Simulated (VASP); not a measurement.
# Ge (Fd-3m) in VASP: a series of runs

Runs on Ge. Level: LDA. Tasks: relaxation of cell and atoms.

Program: VASP 6.6.1. These are calculated values, not measurements. Logs are shortened: lines on timing, memory, paths and dates and some standing lists are left out, and cuts for length are marked.

**1. The cell of the first run**

The structure is cubic, space group Fd-3m (No. 227). The conventional cell has a = 5.621 Å, b = 5.621 Å, c = 5.621 Å, α = 90.00°, β = 90.00°, γ = 90.00°. Within 3.2 Å of Ge (site symmetry -43m) lie 4 Ge at 2.43 Å.

**2. Relaxation of cell and atoms, LDA**

File INCAR:

```
PREC = Accurate
ENCUT = 600
EDIFF = 1E-7
ISMEAR = -1
SIGMA = 0.15
LREAL = F
LASPH = T
NELM = 80
ALGO = Normal
ISIF = 3
LWAVE = F
LCHARG = F
IBRION = 2
NSW = 80
EDIFFG = -0.001
```

File KPOINTS:

```
regular mesh
0
Gamma
  14 14 14
```

File POSCAR:

```
Ge
1.0
    0.0000000000      2.8107123940      2.8107123940
    2.8107123940      0.0000000000      2.8107123940
    2.8107123940      2.8107123940      0.0000000000
Ge
2
Direct
    0.5000000000      0.5000000000      0.5000000000
    0.7500000000      0.7500000000      0.7500000000
```

Potentials or basis: VASP PAW LDA potentials, release 64 (Ge_d).

Command:

```bash
> cat potpaw_LDA.64/Ge_d/POTCAR > POTCAR
> mpirun -np 1 vasp_std > vasp.out
```

OUTCAR:

```text
PREC = Accurate
   ENCUT = 600
   EDIFF = 1E-7
   ISMEAR = -1
   LREAL = F
   LASPH = T
   NELM = 80
   ISIF = 3
   IBRION = 2
   NSW = 80
   EDIFFG = -0.001

 ion  position               nearest neighbor table
   1  0.500  0.500  0.500-   2 2.43   2 2.43   2 2.43   2 2.43
   2  0.750  0.750  0.750-   1 2.43   1 2.43   1 2.43   1 2.43

  LATTYP: Found a face centered cubic cell.
 ALAT       =     5.6214247880

  Lattice vectors:

 A1 = (   0.0000000000,   2.8107123940,   2.8107123940)
 A2 = (   2.8107123940,   0.0000000000,   2.8107123940)
 A3 = (   2.8107123940,   2.8107123940,   0.0000000000)

Analysis of symmetry for initial positions (statically):
=====================================================================
 Subroutine PRICEL returns:
 Original cell was already a primitive cell.

 Routine SETGRP: Setting up the symmetry group for a
 face centered cubic supercell.

 Subroutine GETGRP returns: Found 48 space group operations
 (whereof 24 operations were pure point group operations)
 out of a pool of 48 trial point group operations.

The static configuration has the point symmetry T_d .
 The point group associated with its full space group is O_h .

Analysis of symmetry for dynamics (positions and initial velocities):
=====================================================================
 Subroutine PRICEL returns:
 Original cell was already a primitive cell.

 Routine SETGRP: Setting up the symmetry group for a
 face centered cubic supercell.

 Subroutine GETGRP returns: Found 48 space group operations
 (whereof 24 operations were pure point group operations)
 out of a pool of 48 trial point group operations.

The dynamic configuration has the point symmetry T_d .
 The point group associated with its full space group is O_h .

 Subroutine INISYM returns: Found 48 space group operations
 (whereof 24 operations are pure point group operations),
 and found     1 'primitive' translations

----------------------------------------------------------------------------------------

                                     Primitive cell

  volume of cell :      44.4098

  direct lattice vectors                    reciprocal lattice vectors
     0.000000000  2.810712394  2.810712394    -0.177890844  0.177890844  0.177890844
     2.810712394  0.000000000  2.810712394     0.177890844 -0.177890844  0.177890844
     2.810712394  2.810712394  0.000000000     0.177890844  0.177890844 -0.177890844

  length of vectors
     3.974947588  3.974947588  3.974947588     0.308115980  0.308115980  0.308115980

  position of ions in fractional coordinates (direct lattice)
     0.500000000  0.500000000  0.500000000
     0.750000000  0.750000000  0.750000000

  ion indices of the primitive-cell ions
   primitive index   ion index
                 1           1
                 2           2

----------------------------------------------------------------------------------------

 KPOINTS: regular mesh

Automatic generation of k-mesh.
 Grid dimensions read from file:
 generate k-points for:   14   14   14

 Generating k-lattice:

  Cartesian coordinates                     Fractional coordinates (reciprocal lattice)
    -0.012706489  0.012706489  0.012706489     0.071428571  0.000000000  0.000000000
     0.012706489 -0.012706489  0.012706489     0.000000000  0.071428571  0.000000000
     0.012706489  0.012706489 -0.012706489     0.000000000  0.000000000  0.071428571

  Length of vectors
     0.022008284  0.022008284  0.022008284

  Shift w.r.t. Gamma in fractional coordinates (k-lattice)
     0.000000000  0.000000000  0.000000000

 Subroutine IBZKPT returns following result:
 ===========================================

 Found    104 irreducible k-points:

 Following reciprocal coordinates:
            Coordinates               Weight
  0.000000  0.000000  0.000000      1.000000
  0.071429  0.000000  0.000000      8.000000
  0.142857  0.000000  0.000000      8.000000
  0.214286  0.000000  0.000000      8.000000
  0.285714  0.000000  0.000000      8.000000
  0.357143  0.000000  0.000000      8.000000
[... 16 lines left out ...]
  0.214286  0.142857  0.000000     24.000000
  0.285714  0.142857  0.000000     24.000000
 [... further k-points ...]
   k-points           NKPTS =    104   k-points in BZ     NKDIM =    104   number of bands    NBANDS=     18
   number of dos      NEDOS =    301   number of ions     NIONS =      2
   total plane-waves  NPLWV =  32768
   dimension x,y,z NGX =    32 NGY =   32 NGZ =   32
   dimension x,y,z NGXF=    64 NGYF=   64 NGZF=   64
   ions per type =               2
   NGX,Y,Z   is equivalent  to a cutoff of  13.38, 13.38, 13.38 a.u.
   NGXF,Y,Z  is equivalent  to a cutoff of  26.77, 26.77, 26.77 a.u.
 SYSTEM =  unknown system
   PREC   = accura    normal or accurate (medium, high low for compatibility)
   ISTART =      0    job   : 0-new  1-cont  2-samecut
   ICHARG =      2    charge: 1-file 2-atom 10-const
   ISPIN  =      1    spin polarized calculation?
   LNONCOLLINEAR =      F non collinear calculations
   LSORBIT =      F    spin-orbit coupling
   LASPH  =      T    aspherical Exc in radial PAW
   ENCUT  =  600.0 eV  44.10 Ry    6.64 a.u.   7.94  7.94  7.94*2*pi/ulx,y,z
   NELM   =     80;   NELMIN=  2; NELMDL= -5     # of ELM steps
   EDIFF  = 0.1E-06   stopping-criterion for ELM
   LREAL  =      F    real-space projection
   EDIFFG = -.1E-02   stopping-criterion for IOM
   NSW    =     80    number of steps for IOM
   IBRION =      2    ionic relax: 0-MD 1-quasi-New 2-CG
   NFREE  =      1    steps in history (QN), initial steepest desc. (CG)
   ISIF   =      3    stress and relaxation
   ISYM   =      2    0-nonsym 1-usesym 2-fastsym
   POTIM  = 0.5000    time-step for ionic-motion
   TEBEG  =    0.0;   TEEND  =   0.0 temperature during run
   PSTRESS=    0.0 pullay stress
   NELECT =      28.0000    total number of electrons
   NUPDOWN=      -1.0000    fix difference up-down
   EMIN   =  10.00;   EMAX   =-10.00  energy-range for DOS
   EFERMI =   0.00;   METHOD = LEGACY
   ISMEAR =    -1;   SIGMA  =   0.15  broadening in eV -4-tet -1-fermi 0-gaus
   EFERMI_NEDOS =   21; number of points for ismear=-14 and -15
   IALGO  =     38    algorithm
   IMIX   =      4    mixing-type and parameters
     AMIX     =   0.40;   BMIX     =  1.00
     AMIX_MAG =   1.60;   BMIX_MAG =  1.00
  volume/ion in A,a.u.               =      22.20       149.85
  Fermi-wavevector in a.u.,A,eV,Ry     =   1.403787  2.652772 26.811871  1.970617
  Thomas-Fermi vector in A             =   2.526414
   LORBIT       =      0    0 simple, 1 ext, 2 COOP (PROOUT), +10 PAW based schemes
   GGA     = CA    functional components
   LHFCALC =     F    Hartree Fock is set to
   AEXX    =    0.0000 exact exchange contribution
   IVDW    =     0    specifies the selected vdW correction
   LEPSILON=     F    determine dielectric tensor
   LRPA    =     F    only Hartree local field effects (RPA)
 conjugate gradient relaxation of ions
 non-spin polarized calculation
  energy-cutoff  :      600.00
  volume of cell :       44.41
 maximum number of plane-waves:      1524
   NGX = 15   NGY = 15   NGZ = 15

--------------------------------------- Ionic step        1  -------------------------------------------

 number of electron      27.9999993 magnetization

 Free energy of the ion-electron system (eV)
  ---------------------------------------------------
  ext. energy  EPLUGINS =         0.00000000
  ---------------------------------------------------
  free energy    TOTEN  =       -10.39453538 eV

  energy without entropy =      -10.38705677  energy(sigma->0) =      -10.39079607

------------------------ aborting loop because EDIFF is reached ----------------------------------------

  FORCE on cell =-STRESS in cart. coord.  units (eV):
  Direction    XX          YY          ZZ          XY          YZ          ZX
  --------------------------------------------------------------------------------------
  -------------------------------------------------------------------------------------
  Total        0.0623730      0.0623730      0.0623730      0.0000000      0.0000000     -0.0000000
  in kB        2.2502362      2.2502362      2.2502362      0.0000000      0.0000000     -0.0000000
  external PRESSURE =       2.2502362 kB  Pullay stress =       0.0000000 kB
[... 237 lines left out ...]
  energy  without entropy=      -10.3870989441  energy(sigma->0) =      -10.39087182

--------------------------------------- Ionic step        8  -------------------------------------------

 number of electron      27.9999997 magnetization

 Free energy of the ion-electron system (eV)
  ---------------------------------------------------
  ext. energy  EPLUGINS =         0.00000000
  ---------------------------------------------------
  free energy    TOTEN  =       -10.39464514 eV

  energy without entropy =      -10.38709591  energy(sigma->0) =      -10.39087053

 E-fermi :   4.9514     XC(G=0): -10.3654

 val. band max:        4.8828505169   @ k =   0.0000   0.0000   0.0000
 cond. band min:       4.9955226603   @ k =   0.5000   0.0000   0.0000
 fundamental gap:      0.1126721434
 Fermi energy:         4.9514330786

 k-point     1 :       0.0000    0.0000    0.0000
  band No.  band energies     occupation
      1     -20.0832      2.00000
      2     -20.0832      2.00000
      3     -20.0832      2.00000
      4     -20.0452      2.00000
      5     -20.0452      2.00000
      6     -19.8257      2.00000
[... 10 lines left out ...]
     17       7.4145      0.00000
     18       7.4145      0.00000
[... 466 lines left out ...]
      2     -20.1004      2.00000
      3     -20.0773      2.00000
      4     -20.0155      2.00000
      5     -19.9909      2.00000
      6     -19.8926      2.00000
[... 10 lines left out ...]
     17       9.7850      0.00000
     18       9.7927      0.00000

 [... further k-points ...]
[... 5 lines left out ...]
  --------------------------------------------------------------------------------------
  -------------------------------------------------------------------------------------
  Total        0.0005633      0.0005633      0.0005633      0.0000000      0.0000000      0.0000000
  in kB        0.0202543      0.0202543      0.0202543      0.0000000      0.0000000      0.0000000
  external PRESSURE =       0.0202543 kB  Pullay stress =       0.0000000 kB
[... 17 lines left out ...]
  FREE ENERGIE OF THE ION-ELECTRON SYSTEM (eV)
  ---------------------------------------------------
  free  energy   TOTEN  =       -10.3946451438 eV

  energy  without entropy=      -10.3870959103  energy(sigma->0) =      -10.39087053

 reached required accuracy - stopping structural energy minimisation
```

It took 96 s on 1 thread of Intel Xeon 6975P-C (Granite Rapids), shared host; peak memory 0.22 GiB.

What came out:

* Free energy: -10.3946 eV
* Relaxed volume: 22.28 Å³/atom
* Relaxed cell: a = 3.979 Å, b = 3.979 Å, c = 3.979 Å, α = 60.00°, β = 60.00°, γ = 60.00°
* Space group after relaxing (to 0.1 Å): Fd-3m (No. 227)
* Energy gained by relaxing: 0.1 meV/atom
* Ionic steps: 8
* Pressure after relaxing: 0.0 GPa

Step by step:
```tsv
step	energy change (eV)	largest force (eV/Å)	pressure (GPa)	volume (Å³)
1	0.0000	0.0000	0.23	44.41
2	-0.0001	0.0000	-0.05	44.61
3	-0.0001	0.0000	-0.01	44.56
4	-0.0001	0.0000	-0.04	44.56
5	-0.0001	0.0000	0.13	44.48
6	-0.0001	0.0000	0.02	44.54
7	-0.0001	0.0000	0.05	44.55
8	-0.0001	0.0000	0.00	44.55
```

Final structure:
```cif
data_structure
_symmetry_space_group_name_H-M 'P 1'
_symmetry_Int_Tables_number 1
_cell_length_a 3.9793
_cell_length_b 3.9793
_cell_length_c 3.9793
_cell_angle_alpha 60.000
_cell_angle_beta 60.000
_cell_angle_gamma 60.000
_cell_volume 44.55
loop_
_atom_site_label
_atom_site_type_symbol
_atom_site_fract_x
_atom_site_fract_y
_atom_site_fract_z
_atom_site_occupancy
Ge1 Ge 0.50000 0.50000 0.50000 1
Ge2 Ge 0.75000 0.75000 0.75000 1
```

Levels at points of the mesh, in eV from the Fermi level:
```tsv
k point	band 11	band 12	band 13	band 14	band 15	band 16	band 17	band 18
(0.00, 0.00, 0.00)	-13.00	-0.07	-0.07	-0.07	-0.07	2.46	2.46	2.46
(0.50, 0.00, 0.00)	-10.87	-7.78	-1.50	-1.50	0.04	3.66	3.66	6.91
(0.50, 0.50, 0.00)	-9.06	-9.06	-3.20	-3.20	0.58	0.58	9.47	9.47
```

**3. Relaxation of cell and atoms, LDA**

This run uses another cell than the first one, of 22.64 Å³/atom.

File INCAR:

```
SYSTEM = Ge
ALGO = Normal
EDIFF = 1E-6
EDIFFG = -0.002
ENCUT = 600
IBRION = 2
ISIF = 3
ISMEAR = 0
LASPH = .True.
LCHARG = .False.
LREAL = .False.
LWAVE = .False.
NELM = 100
NSW = 100
PREC = Accurate
SIGMA = 0.1
```

File KPOINTS:

```
k-points
0
Gamma
  14 14 14
  0 0 0
```

File POSCAR:

```
Ge
1.0
    0.0000000000      2.8287700000      2.8287700000
    2.8287700000      0.0000000000      2.8287700000
    2.8287700000      2.8287700000      0.0000000000
Ge
2
Direct
    0.5000000000      0.5000000000      0.5000000000
    0.7500000000      0.7500000000      0.7500000000
```

Potentials or basis: VASP PAW LDA potentials, release 64 (Ge_d).

Command:

```bash
> cat potpaw_LDA.64/Ge_d/POTCAR > POTCAR
> mpirun -np 1 vasp_std > vasp.out
```

It took 46 s on 1 thread of Intel Xeon 6975P-C (Granite Rapids), shared host; peak memory 0.21 GiB.

It converged, with:

| Item | Value |
| --- | --- |
| Free energy | -10.3922 eV |
| Relaxed volume | 22.25 Å³/atom |
| Relaxed cell | a = 3.977 Å, b = 3.977 Å, c = 3.977 Å, α = 60.00°, β = 60.00°, γ = 60.00° |
| Space group after relaxing (to 0.1 Å) | Fd-3m (No. 227) |
| Energy gained by relaxing | 1.4 meV/atom |
| Ionic steps | 3 |
| Pressure after relaxing | 0.0 GPa |

The path:
```csv
step,energy change (eV),largest force (eV/Å),pressure (GPa),volume (Å³)
1,0.0000,0.0000,-1.12,45.27
2,-0.0024,0.0000,0.29,44.24
3,-0.0027,0.0000,0.00,44.49
```

Final structure:
```
Ge
1.0
     0.00000    2.81245    2.81245
     2.81245    0.00000    2.81245
     2.81245    2.81245    0.00000
Ge
2
Direct
  0.50000 0.50000 0.50000
  0.75000 0.75000 0.75000
```

Levels at points of the mesh, in eV from the Fermi level:
```csv
k point,band 11,band 12,band 13,band 14,band 15,band 16,band 17,band 18
"(0.00, 0.00, 0.00)",-12.97,-0.03,-0.03,-0.03,-0.02,2.50,2.50,2.50
"(0.50, 0.00, 0.00)",-10.84,-7.75,-1.46,-1.46,0.09,3.70,3.70,6.95
"(0.50, 0.50, 0.00)",-9.02,-9.02,-3.17,-3.17,0.61,0.61,9.52,9.52
```

LDA usually gives volumes a few per cent too small. Zero-point motion and thermal expansion aren't in these numbers.
